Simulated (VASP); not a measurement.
A run of VASP 6.6.1 is set up as follows.

The input INCAR:

```
SYSTEM = TaN
PREC = Accurate
ENCUT = 520
EDIFF = 1E-6
ISMEAR = -1
SIGMA = 0.08
LREAL = .FALSE.
LASPH = .TRUE.
NELM = 60
ALGO = Normal
ISIF = 2
LWAVE = .FALSE.
LCHARG = .FALSE.
LDIPOL = .TRUE.
IDIPOL = 3
DIPOL = 0.5 0.5 0.500
IBRION = 2
NSW = 32
EDIFFG = -0.01
```

Contents of KPOINTS:

```
regular mesh
0
G
  11 11 1
  0 0 0
```

The input POSCAR:

```
TaN
1.0
    3.0747609995      0.0000000000      0.0000000000
    0.0000000000      3.0747609995      0.0000000000
    0.0000000000      0.0000000000     20.3484000000
Ta N
3 3
Direct
    0.2500000000      0.2500000000      0.3986165082
    0.7500000000      0.7500000000      0.5000000026
    0.2500000000      0.2500000000      0.6013834883
    0.7500000000      0.7500000000      0.3871824211
    0.2500000000      0.2500000000      0.4999999997
    0.7500000000      0.7500000000      0.6128175801
```

Potentials or basis: VASP PAW LDA potentials, release 64 (Ta_pv, N).

Run with:

```sh
$ cat potpaw_LDA.64/Ta_pv/POTCAR potpaw_LDA.64/N/POTCAR > POTCAR
$ mpirun -np 1 vasp_std > vasp.out
```

(1) Estimate the energy gained by relaxing.

(2) Predict the band gap on the k mesh.

## Answers

(1) 0.2 meV/atom.

(2) zero (bands 24 and 25 overlap by 2.02 eV).

Caveat: spin-orbit coupling is left out, which moves the levels of the heavy elements.
